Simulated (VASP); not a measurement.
# FeSi2 (P4/mmm) in VASP: further runs

Runs on FeSi2. Level: PBEsol. Tasks: single point, relaxation of cell and atoms.

Everything below comes from runs of VASP 6.6.1. Logs are shortened: lines on timing, memory, paths and dates and some standing lists are left out, and cuts for length are marked.

## Step 1: The cell of the first run

It takes space group P4/mmm (No. 123, tetragonal). Conventional cell: a = 2.504 Å, b = 2.504 Å, c = 4.895 Å, α = 90.00°, β = 90.00°, γ = 90.00°. Within 2.9 Å of Fe (site symmetry 4/mmm) lie 8 Si at 2.23 Å and 4 Fe at 2.50 Å. Within 2.9 Å of Si (site symmetry 4mm) lie 6 Si at 2.18 to 2.71 Å and 4 Fe at 2.23 Å.

## Step 2: Single point, PBEsol

File INCAR:

```
ALGO = Normal
EDIFF = 1E-6
ENCUT = 520
GGA = PS
ISIF = 2
ISMEAR = 0
LASPH = True
LCHARG = False
LREAL = False
LWAVE = False
NBANDS = 15
NELM = 100
PREC = Accurate
SIGMA = 0.1
```

File KPOINTS:

```
k-points
0
Gamma
  16 16 10
```

File POSCAR:

```
FeSi2
1.0
    2.5043413120      0.0000000000      0.0000000000
    0.0000000000      2.5043413120      0.0000000000
    0.0000000000      0.0000000000      4.8953997287
Fe Si
1 2
Direct
    0.0000000000      0.0000000000      0.0000000000
    0.5000000000      0.5000000000      0.2768615426
    0.5000000000      0.5000000000      0.7231384574
```

Potentials or basis: VASP PAW PBE potentials, release 64 (Fe, Si).

The run is started by

```
cat potpaw_PBE.64/Fe/POTCAR potpaw_PBE.64/Si/POTCAR > POTCAR
mpirun -np 1 vasp_std > vasp.out
```

OUTCAR:

```text
EDIFF = 1E-6
   ENCUT = 520
   GGA = PS
   ISIF = 2
   ISMEAR = 0
   LASPH = True
   LREAL = False
   NELM = 100
   PREC = Accurate

 ion  position               nearest neighbor table
   1  0.000  0.000  0.000-   2 2.23   3 2.23   2 2.23   3 2.23   2 2.23   3 2.23   2 2.23   3 2.23

   2  0.500  0.500  0.277-   3 2.18   1 2.23   1 2.23   1 2.23   1 2.23   3 2.71
   3  0.500  0.500  0.723-   2 2.18   1 2.23   1 2.23   1 2.23   1 2.23   2 2.71

  LATTYP: Found a simple tetragonal cell.
 ALAT       =     2.5043413120
 C/A-ratio  =     1.9547653929

  Lattice vectors:

 A1 = (   2.5043413120,   0.0000000000,   0.0000000000)
 A2 = (   0.0000000000,   2.5043413120,   0.0000000000)
 A3 = (   0.0000000000,   0.0000000000,   4.8953997287)

Analysis of symmetry for initial positions (statically):
=====================================================================
 Subroutine PRICEL returns:
 Original cell was already a primitive cell.

 Routine SETGRP: Setting up the symmetry group for a
 simple tetragonal supercell.

 Subroutine GETGRP returns: Found 16 space group operations
 (whereof 16 operations were pure point group operations)
 out of a pool of 16 trial point group operations.

The static configuration has the point symmetry D_4h.

Analysis of symmetry for dynamics (positions and initial velocities):
=====================================================================
 Subroutine PRICEL returns:
 Original cell was already a primitive cell.

 Routine SETGRP: Setting up the symmetry group for a
 simple tetragonal supercell.

 Subroutine GETGRP returns: Found 16 space group operations
 (whereof 16 operations were pure point group operations)
 out of a pool of 16 trial point group operations.

The dynamic configuration has the point symmetry D_4h.

 Subroutine INISYM returns: Found 16 space group operations
 (whereof 16 operations are pure point group operations),
 and found     1 'primitive' translations

----------------------------------------------------------------------------------------

                                     Primitive cell

  volume of cell :      30.7026

  direct lattice vectors                    reciprocal lattice vectors
     2.504341312  0.000000000  0.000000000     0.399306594  0.000000000  0.000000000
     0.000000000  2.504341312  0.000000000     0.000000000  0.399306594  0.000000000
     0.000000000  0.000000000  4.895399729     0.000000000  0.000000000  0.204273411

  length of vectors
     2.504341312  2.504341312  4.895399729     0.399306594  0.399306594  0.204273411

  position of ions in fractional coordinates (direct lattice)
     0.000000000  0.000000000  0.000000000
     0.500000000  0.500000000  0.276861543
     0.500000000  0.500000000  0.723138457

  ion indices of the primitive-cell ions
   primitive index   ion index
                 1           1
                 2           2
                 3           3

----------------------------------------------------------------------------------------

 KPOINTS: k-points

Automatic generation of k-mesh.
 Grid dimensions read from file:
 generate k-points for:   16   16   10

 Generating k-lattice:

  Cartesian coordinates                     Fractional coordinates (reciprocal lattice)
     0.024956662  0.000000000  0.000000000     0.062500000  0.000000000  0.000000000
     0.000000000  0.024956662  0.000000000     0.000000000  0.062500000  0.000000000
     0.000000000  0.000000000  0.020427341     0.000000000  0.000000000  0.100000000

  Length of vectors
     0.024956662  0.024956662  0.020427341

  Shift w.r.t. Gamma in fractional coordinates (k-lattice)
     0.000000000  0.000000000  0.000000000

 Subroutine IBZKPT returns following result:
 ===========================================

 Found    270 irreducible k-points:

 Following reciprocal coordinates:
            Coordinates               Weight
  0.000000  0.000000  0.000000      1.000000
  0.062500  0.000000  0.000000      4.000000
  0.125000  0.000000  0.000000      4.000000
  0.187500  0.000000  0.000000      4.000000
  0.250000  0.000000  0.000000      4.000000
  0.312500  0.000000  0.000000      4.000000
[... 16 lines left out ...]
  0.437500  0.125000  0.000000      8.000000
  0.500000  0.125000  0.000000      4.000000
 [... further k-points ...]
   k-points           NKPTS =    270   k-points in BZ     NKDIM =    270   number of bands    NBANDS=     15
   number of dos      NEDOS =    301   number of ions     NIONS =      3
   total plane-waves  NPLWV =  14400
   dimension x,y,z NGX =    20 NGY =   20 NGZ =   36
   dimension x,y,z NGXF=    40 NGYF=   40 NGZF=   72
   ions per type =               1   2
   NGX,Y,Z   is equivalent  to a cutoff of  13.28, 13.28, 12.23 a.u.
   NGXF,Y,Z  is equivalent  to a cutoff of  26.55, 26.55, 24.45 a.u.
 SYSTEM =  unknown system
   PREC   = accura    normal or accurate (medium, high low for compatibility)
   ISTART =      0    job   : 0-new  1-cont  2-samecut
   ICHARG =      2    charge: 1-file 2-atom 10-const
   ISPIN  =      1    spin polarized calculation?
   LNONCOLLINEAR =      F non collinear calculations
   LSORBIT =      F    spin-orbit coupling
   LASPH  =      T    aspherical Exc in radial PAW
   ENCUT  =  520.0 eV  38.22 Ry    6.18 a.u.   4.66  4.66  9.10*2*pi/ulx,y,z
   NELM   =    100;   NELMIN=  2; NELMDL= -5     # of ELM steps
   EDIFF  = 0.1E-05   stopping-criterion for ELM
   LREAL  =      F    real-space projection
   EDIFFG = 0.1E-04   stopping-criterion for IOM
   NSW    =      0    number of steps for IOM
   IBRION =     -1    ionic relax: 0-MD 1-quasi-New 2-CG
   NFREE  =      0    steps in history (QN), initial steepest desc. (CG)
   ISIF   =      2    stress and relaxation
   ISYM   =      2    0-nonsym 1-usesym 2-fastsym
   POTIM  = 0.5000    time-step for ionic-motion
   TEBEG  =    0.0;   TEEND  =   0.0 temperature during run
   PSTRESS=    0.0 pullay stress
   NELECT =      16.0000    total number of electrons
   NUPDOWN=      -1.0000    fix difference up-down
   EMIN   =  10.00;   EMAX   =-10.00  energy-range for DOS
   EFERMI =   0.00;   METHOD = LEGACY
   ISMEAR =     0;   SIGMA  =   0.10  broadening in eV -4-tet -1-fermi 0-gaus
   EFERMI_NEDOS =   21; number of points for ismear=-14 and -15
   IALGO  =     38    algorithm
   IMIX   =      4    mixing-type and parameters
     AMIX     =   0.40;   BMIX     =  1.00
     AMIX_MAG =   1.60;   BMIX_MAG =  1.00
  volume/ion in A,a.u.               =      10.23        69.06
  Fermi-wavevector in a.u.,A,eV,Ry     =   1.317416  2.489556 23.614084  1.735586
  Thomas-Fermi vector in A             =   2.447459
   LORBIT       =      0    0 simple, 1 ext, 2 COOP (PROOUT), +10 PAW based schemes
   GGA     = PS    functional components
   LHFCALC =     F    Hartree Fock is set to
   AEXX    =    0.0000 exact exchange contribution
   IVDW    =     0    specifies the selected vdW correction
   LEPSILON=     F    determine dielectric tensor
   LRPA    =     F    only Hartree local field effects (RPA)
 non-spin polarized calculation
 Gauss-broadening in eV      SIGMA  =   0.10
  energy-cutoff  :      520.00
  volume of cell :       30.70
 maximum number of plane-waves:       858
 NGX is ok and might be reduce to    20
   NGX =  9   NGY =  9   NGZ = 19

 number of electron      15.9999999 magnetization

 Free energy of the ion-electron system (eV)
  ---------------------------------------------------
  ext. energy  EPLUGINS =         0.00000000
  ---------------------------------------------------
  free energy    TOTEN  =       -21.14160323 eV

  energy without entropy =      -21.13702193  energy(sigma->0) =      -21.13931258

 E-fermi :  12.4373     XC(G=0): -12.9590

 val. band max:       12.4285644845   @ k =   0.5000   0.3125   0.0000
 cond. band min:      12.4404722451   @ k =   0.3750   0.0000   0.0000
 fundamental gap:      0.0119077606
 Fermi energy:        12.4373197994

 k-point     1 :       0.0000    0.0000    0.0000
  band No.  band energies     occupation
      1      -3.0261      2.00000
      2       2.3769      2.00000
      3       3.2326      2.00000
      4       8.0191      2.00000
      5      10.1490      2.00000
      6      10.7531      2.00000
      7      10.7531      2.00000
      8      11.9822      2.00000
      9      18.3963      0.00000
     10      18.3963      0.00000
     11      19.4169      0.00000
     12      19.8378      0.00000
     13      20.8375      0.00000
     14      21.0540      0.00000
     15      24.3133      0.00000

 k-point     2 :       0.0625    0.0000    0.0000
  band No.  band energies     occupation
      1      -2.9331      2.00000
      2       2.4369      2.00000
      3       3.3240      2.00000
      4       8.0306      2.00000
      5      10.1556      2.00000
      6      10.6528      2.00000
      7      10.7704      2.00000
      8      11.8924      2.00000
      9      17.0787      0.00000
     10      18.5181      0.00000
     11      19.5337      0.00000
     12      20.4106      0.00000
     13      20.4997      0.00000
     14      21.6582      0.00000
     15      24.2356      0.00000

 k-point     3 :       0.1250    0.0000    0.0000
  band No.  band energies     occupation
      1      -2.6555      2.00000
      2       2.6141      2.00000
      3       3.5952      2.00000
      4       8.0383      2.00000
      5      10.1543      2.00000
      6      10.3729      2.00000
      7      10.8200      2.00000
      8      11.6504      2.00000
      9      15.3085      0.00000
     10      18.8637      0.00000
     11      19.3922      0.00000
     12      19.9162      0.00000
     13      20.6112      0.00000
     14      22.2265      0.00000
     15      23.5420      0.00000
[... 343 lines left out ...]
 k-point    23 :       0.4375    0.1250    0.0000
  band No.  band energies     occupation
      1       1.4977      2.00000
      2       4.4244      2.00000
      3       4.7617      2.00000
      4       7.0406      2.00000
      5       7.9562      2.00000
      6       9.0499      2.00000
      7      10.3545      2.00000
      8      11.5055      2.00000
      9      12.4746      0.59815
     10      14.9512      0.00000
     11      15.4510      0.00000
     12      18.4454      0.00000
     13      22.3438      0.00000
     14      22.4121      0.00000
     15      24.7254      0.00000

 k-point    24 :       0.5000    0.1250    0.0000
  band No.  band energies     occupation
      1       2.1811      2.00000
      2       3.6528      2.00000
      3       4.9109      2.00000
      4       7.3933      2.00000
      5       7.8138      2.00000
      6       8.7826      2.00000
      7      10.4015      2.00000
      8      11.5481      2.00000
      9      12.4934      0.42807
     10      14.7571      0.00000
     11      15.1590      0.00000
     12      18.6495      0.00000
     13      22.2365      0.00000
     14      22.4904      0.00000
     15      24.5979      0.00000

 [... further k-points ...]
[... 5 lines left out ...]
  --------------------------------------------------------------------------------------
  -------------------------------------------------------------------------------------
  Total        9.8098682      9.8098682      9.8020597      0.0000000      0.0000000      0.0000000
  in kB      511.9158323    511.9158323    511.5083511      0.0000000      0.0000000      0.0000000
  external PRESSURE =     511.7800052 kB  Pullay stress =       0.0000000 kB

 VOLUME and BASIS-vectors are now :
 -----------------------------------------------------------------------------
  energy-cutoff  :      520.00
  volume of cell :       30.70
      direct lattice vectors                 reciprocal lattice vectors
     2.504341312  0.000000000  0.000000000     0.399306594  0.000000000  0.000000000
     0.000000000  2.504341312  0.000000000     0.000000000  0.399306594  0.000000000
     0.000000000  0.000000000  4.895399729     0.000000000  0.000000000  0.204273411

 POSITION                                       TOTAL-FORCE (eV/Angst)
 -----------------------------------------------------------------------------------
      0.00000      0.00000      0.00000         0.000000      0.000000     -0.000000
      1.25217      1.25217      1.35535        -0.000000      0.000000      0.051296
      1.25217      1.25217      3.54005         0.000000     -0.000000     -0.051296
 -----------------------------------------------------------------------------------
    total drift:                               -0.000000      0.000000      0.000000

  FREE ENERGIE OF THE ION-ELECTRON SYSTEM (eV)
  ---------------------------------------------------
  free  energy   TOTEN  =       -21.1416032296 eV

  energy  without entropy=      -21.1370219269  energy(sigma->0) =      -21.13931258
```

Wall time 94 s (1 thread of Intel Xeon Platinum 8259CL at 2.50GHz (Skylake/Cascade Lake), shared host); peak memory 0.24 GiB.

Results:

```yaml
Free_energy: -21.1416 eV
Pressure: 51.2 GPa
Largest_force: 0.051 eV/Å
Band_gap_on_the_k_mesh: zero (band 8 reaches 13.01 eV, above the bottom of band 9 at 12.19 eV)
```

Forces on the atoms (eV/Å):
```
Fe   0.000  0.000  0.000
Si   0.000  0.000  0.051
Si   0.000  0.000 -0.051
```

Levels at points of the mesh, in eV from the Fermi level:
```csv
k point,band 4,band 5,band 6,band 7,band 8,band 9,band 10,band 11,band 12,band 13
"(0.00, 0.00, 0.00)",-4.42,-2.29,-1.68,-1.68,-0.46,5.96,5.96,6.98,7.40,8.40
"(0.50, 0.00, 0.00)",-4.86,-4.45,-4.03,-2.27,-1.20,0.05,2.25,2.66,8.21,10.73
"(0.50, 0.50, 0.00)",-4.86,-4.86,-3.10,-2.98,0.57,2.31,2.91,2.93,2.93,3.41
"(0.00, 0.00, 0.50)",-4.39,-2.97,-1.73,-1.73,-0.45,3.07,6.34,7.43,7.43,8.05
"(0.50, 0.00, 0.50)",-7.47,-3.91,-3.12,-2.26,-1.22,1.12,2.82,4.60,6.03,8.79
"(0.50, 0.50, 0.50)",-4.02,-3.35,-3.35,-2.33,0.04,0.04,0.48,0.57,4.67,4.82
```

Caveat: the PAW data sets were made with another functional, which shifts forces and pressure a little. Spin polarisation is off, so any magnetic state and its effect on volume and gap are missing.

(Continued in part 2 of 2.)
